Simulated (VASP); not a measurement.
Write the native input for VASP 6.6.1 that does the following.

```
Task                   : single point
Functional             : LDA
Potentials or basis    : VASP PAW LDA potentials, release 64 (Ta_pv)
Cutoff                 : 520 eV
k mesh                 : 24 × 24 × 24
Occupations            : fermi-dirac, width 0.08 eV
Spin                   : no spin polarisation
Dipole correction      : no
Further INCAR settings : ALGO = Normal; EDIFF = 1e-06; NBANDS = 12
```

The structure of Ta lies in POSCAR:

```
Ta
1.0
   -1.6172896451      1.6172896451      1.6172896451
    1.6172896451     -1.6172896451      1.6172896451
    1.6172896451      1.6172896451     -1.6172896451
Ta
1
Direct
    0.0000000000      0.0000000000      0.0000000000
```

These files were run (other wordings do the same):

INCAR

```
PREC = Accurate
ENCUT = 520
EDIFF = 1E-6
ISMEAR = -1
SIGMA = 0.08
LREAL = F
LASPH = T
NELM = 100
ALGO = Normal
ISIF = 2
LWAVE = F
LCHARG = F
GGA = CA
NBANDS = 12
```

KPOINTS

```
regular mesh
0
Gamma
  24 24 24
```

Potentials or basis: VASP PAW LDA potentials, release 64 (Ta_pv).

Command:

```sh
$ cat potpaw_LDA.64/Ta_pv/POTCAR > POTCAR
$ mpirun -np 1 vasp_std > vasp.out
```

Results of the run:

```json
{
 "Pressure": "4.9 GPa",
 "Band gap on the k mesh": "zero (an odd number of electrons rules out a gap without spin polarisation)"
}
```

Caveat: the cell stands under pressure; spin-orbit coupling is left out, which moves the levels of the heavy elements.

Wall time 110 s on 1 thread of AMD EPYC 7R13, with other jobs on the host, peak memory 0.17 GiB.
